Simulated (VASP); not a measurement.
Cs, 2 atoms in the cell. The structure is cubic, space group Fd-3m (No. 227). The conventional cell has a = 10.605 Å, b = 10.605 Å, c = 10.605 Å, α = 90.00°, β = 90.00°, γ = 90.00°. This isn't the form of Cs at room conditions, which is bcc.

* Program: VASP 6.6.1
* Task: relaxation of cell and atoms
* Functional: PBEsol
* Potentials or basis: VASP PAW PBE potentials, release 64 (Cs_sv)
* Cutoff: 600 eV
* k mesh: 5 × 5 × 5
* Occupations: fermi-dirac, width 0.1 eV
* Spin: no spin polarisation
* Dipole correction: no
* Further INCAR settings: ALGO = Normal; EDIFF = 1e-06; IBRION = 2; EDIFFG = -0.01; NSW = 80; ISIF = 3

Potentials or basis: VASP PAW PBE potentials, release 64 (Cs_sv).

Launch:

```sh
$ cat potpaw_PBE.64/Cs_sv/POTCAR > POTCAR
$ mpirun -np 1 vasp_std > vasp.out
```

Hardware: 1 thread of Intel(R) Xeon(R) Platinum 8375C CPU @ 2.90GHz (Ice Lake), with other jobs on the host.

Question: Estimate the wall time of this run.

Answer: Wall time 5 min on 1 thread of Intel(R) Xeon(R) Platinum 8375C CPU @ 2.90GHz (Ice Lake), on a shared host, peak memory 0.52 GiB. Counts: scf iterations 42, k points 10, ion steps 5.
